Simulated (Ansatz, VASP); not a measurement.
**SiC4: VASP beside Ansatz**

Contents of INCAR:

```
SYSTEM = SiC4
  PREC = Accurate
  ENCUT = 520
  EDIFF = 1E-6
  ISMEAR = 0
  SIGMA = 0.1
  LREAL = .FALSE.
  LASPH = .TRUE.
  NELM = 100
  ALGO = Normal
  ISIF = 2
  LWAVE = .FALSE.
  LCHARG = .FALSE.
  GGA = PE
  NBANDS = 18
```

Contents of KPOINTS:

```
regular mesh
0
G
  6 6 6
  0 0 0
```

POSCAR

```
SiC4
1.0
    1.6881273200      0.9746407600      5.5134007400
   -1.6881273200      0.9746407600      5.5134007400
    0.0000000000     -1.9492815300      5.5134007400
Si C
1 4
Direct
    0.0000000000      0.0000000000      0.0000000000
    0.6250000000      0.6250000000      0.6250000000
    0.1250000000      0.1250000000      0.1250000000
    0.8750000000      0.8750000000      0.8750000000
    0.3750000000      0.3750000000      0.3750000000
```

Input for Ansatz:

```yaml
crystal:
  lattice:
    - [1.68812732, 0.97464076, 5.51340074]
    - [-1.68812732, 0.97464076, 5.51340074]
    - [0.0, -1.94928153, 5.51340074]
  atoms:
    - { symbol: Si, position: [0.0, 0.0, 0.0] }
    - { symbol: C, position: [0.625, 0.625, 0.625] }
    - { symbol: C, position: [0.125, 0.125, 0.125] }
    - { symbol: C, position: [0.875, 0.875, 0.875] }
    - { symbol: C, position: [0.375, 0.375, 0.375] }
basis:
  ecutwfc: 420
kpoints:
  mp_grid: { grid: [6, 6, 6] }
hamiltonian:
  xc: pbe
scf:
  occupations: { method: gaussian, width: 0.1 }
  lower_state_search: "off"
output:
  forces: true
  stress: true
  eigenvalues: true
```

Change from the starting cell: ordered vacancies on the cation sites of fluorite (R-3m, No. 166).

Alike in both runs: task single point; functional PBE; k mesh 6 × 6 × 6; occupations gaussian, width 0.1 eV; no spin polarisation.

|  | VASP | Ansatz |
| --- | --- | --- |
| version | VASP 6.6.1 | Ansatz 0.2.0 |
| potentials or method | VASP PAW PBE potentials, release 64 (Si, C), cutoff 520 eV | scalar-relativistic, plane waves, PAW |
| valence electrons in the cell | 20 | 20 |

VASP gave:

| Item | Value |
| --- | --- |
| gap on the k mesh at the Fermi level (eV) | none |
| pressure (GPa) | -23.0 |
| traceless stress, the component that is largest in VASP (GPa) | 0.43 |
| rms of the force components (eV/Å) | 0.509 |

Task: What did Ansatz give for the same quantities?

Result: gap on the k mesh at the Fermi level (eV): none; pressure (GPa): -23.0; traceless stress, the component that is largest in VASP (GPa): 0.43; rms of the force components (eV/Å): 0.508.

Atom by atom the forces differ by 0.001 eV/Å (rms over components). A gap of «none» marks a metal or a gap that the smearing closes.

The k mesh is coarse, so the values compare programs but aren't converged.
